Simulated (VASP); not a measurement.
Write the native input for VASP 6.6.1 that does the following.

| Item | Value |
| --- | --- |
| Task | single point |
| Functional | LDA |
| Potentials or basis | VASP PAW LDA potentials, release 64 (Hf_pv) |
| Cutoff | 520 eV |
| k mesh | 20 × 20 × 20 |
| Occupations | gaussian, width 0.15 eV |
| Spin | no spin polarisation |
| Dipole correction | no |
| Further INCAR settings | ALGO = Fast; EDIFF = 1e-07; NBANDS = 11 |

The structure of Hf lies in POSCAR:

```
Hf
1.0
    0.0000000000      2.3836569506      1.7503192988
    2.3836569506      0.0000000000      1.7503192988
    2.3836569506      2.3836569506      0.0000000000
Hf
1
Direct
    0.0000000000      0.0000000000      0.0000000000
```

The input as run:

INCAR

```
SYSTEM = Hf
ALGO = Fast
EDIFF = 1E-7
ENCUT = 520
GGA = CA
ISIF = 2
ISMEAR = 0
LASPH = .True.
LCHARG = .False.
LREAL = .False.
LWAVE = .False.
NBANDS = 11
NELM = 100
PREC = Accurate
SIGMA = 0.15
```

KPOINTS

```
k-points
0
Gamma
  20 20 20
  0 0 0
```

Potentials or basis: VASP PAW LDA potentials, release 64 (Hf_pv).

Run with:

```bash
$ cat potpaw_LDA.64/Hf_pv/POTCAR > POTCAR
$ mpirun -np 1 vasp_std > vasp.out
```

Results of the run:

| Property | Result |
| --- | --- |
| Pressure | 3.3 GPa |
| Band gap on the k mesh | zero (bands 5 and 6 overlap by 2.25 eV) |

Caveat: the cell stands under pressure; spin-orbit coupling is left out, which moves the levels of the heavy elements.

Wall time 95 s on 1 thread of AMD EPYC 9R45 (Zen 5), on a shared host, peak memory 0.22 GiB.
